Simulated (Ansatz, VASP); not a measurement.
## H2CO: VASP beside Ansatz

```
CELL_PARAMETERS angstrom
5.03020 0.00000 0.00000
0.00000 7.11378 0.00000
0.00000 0.00000 26.04945
ATOMIC_POSITIONS crystal
C 0.71827 0.00112 0.59680
O 0.50350 0.13245 0.59305
H 0.90831 0.07613 0.60308
H 0.67510 0.91542 0.63073
```

Alike in both runs: task single point; functional PBE; dispersion D3(BJ); k mesh 3 × 2 × 1; occupations gaussian, width 0.05 eV; no spin polarisation.

|  | VASP | Ansatz |
| --- | --- | --- |
| version | VASP 6.6.1 | Ansatz 0.2.0 |
| potentials or method | VASP PAW PBE potentials, release 64 (C, O, H), cutoff 520 eV | scalar-relativistic, plane waves, PAW |
| valence electrons in the cell | 12 | 12 |

Ansatz gave:

| Quantity | Value |
| --- | --- |
| gap on the k mesh at the Fermi level (eV) | 1.38 |
| rms of the force components (eV/Å) | 3.518 |

Question: Which values does VASP return?

Answer: gap on the k mesh at the Fermi level (eV): 1.37; rms of the force components (eV/Å): 3.446.

Atom by atom the forces differ by 0.079 eV/Å (rms over components).

The k mesh is coarse, so the values compare programs but aren't converged.
